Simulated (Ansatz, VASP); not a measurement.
**Two plane-wave programs on Ti**

```
Ti
1.0
     4.49450    0.00000    0.00000
    -2.24725    3.89235    0.00000
     0.00000    0.00000    2.78535
Ti
3
Cartesian
  0.0000 0.0000 0.0000
  0.0000 2.5949 1.3927
  2.2473 1.2975 1.3927
```

Alike in both runs: functional PBE; dispersion D3(BJ); k mesh 12 × 12 × 14; occupations gaussian, width 0.1 eV; no spin polarisation.

Ansatz relaxed the structure, and its values are those at the end. VASP's run is a single point on that final structure, the one shown.

|  | VASP | Ansatz |
| --- | --- | --- |
| version | VASP 6.6.1 | Ansatz 0.2.0 |
| potentials or method | VASP PAW PBE potentials, release 64 (Ti_sv), cutoff 520 eV | scalar-relativistic, plane waves, PAW |
| valence electrons in the cell | 36 | 36 |

Ansatz gave:

```
gap on the k mesh at the Fermi level (eV) : none
pressure (GPa)                            : 0.0
```

Which values does VASP return?

gap on the k mesh at the Fermi level (eV): none; pressure (GPa): -0.3.

A gap of «none» marks a metal or a gap that the smearing closes.
